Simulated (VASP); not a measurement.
Runs of VASP 6.6.1 on ErH4. The structure is that of space group Pm-3m (No. 221), or close to it. The cells are those of the table. The cell was built from a structure type or drawn by symmetry, and may not be a known phase.

| task | cell | k mesh | gap on the mesh (eV) | pressure (GPa) |
| --- | --- | --- | --- | --- |
| relaxation of cell and atoms | relaxed from a = 4.077 Å, 5 atoms | 10 × 10 × 10 | none | 0.1 |
| single point | a = 4.077 Å, 5 atoms | 4 × 4 × 4 | none | 0.1 |
| relaxation of cell and atoms | relaxed from a = 3.916 Å, 5 atoms | 4 × 4 × 4 | none | 0.0 |
| single point | a = 3.916 Å, 5 atoms | 4 × 4 × 4 | none | (a) |
| single point | a = 4.071 Å, 5 atoms | 10 × 10 × 10 | none | 0.2 |

Alike in all rows: level PBE; potentials or basis VASP PAW PBE potentials, release 64 (Er_3, H), 4f in core; no spin polarisation; cutoff (eV) 500; smearing gaussian 0.1 eV.

Fill in the values left out.

(a) 6.0.

Caveats: some runs use coarse meshes; spin-orbit coupling is left out, which moves the levels of the heavy elements; the 4f electrons are frozen in the core, so they carry no moment and show no levels; the relaxation stopped at its first step, so nothing moved (at least some runs).

A k mesh can miss the band edges, and the runs leave out spin-orbit coupling on Er.

A gap of «none» marks levels without a gap at the run's occupations.
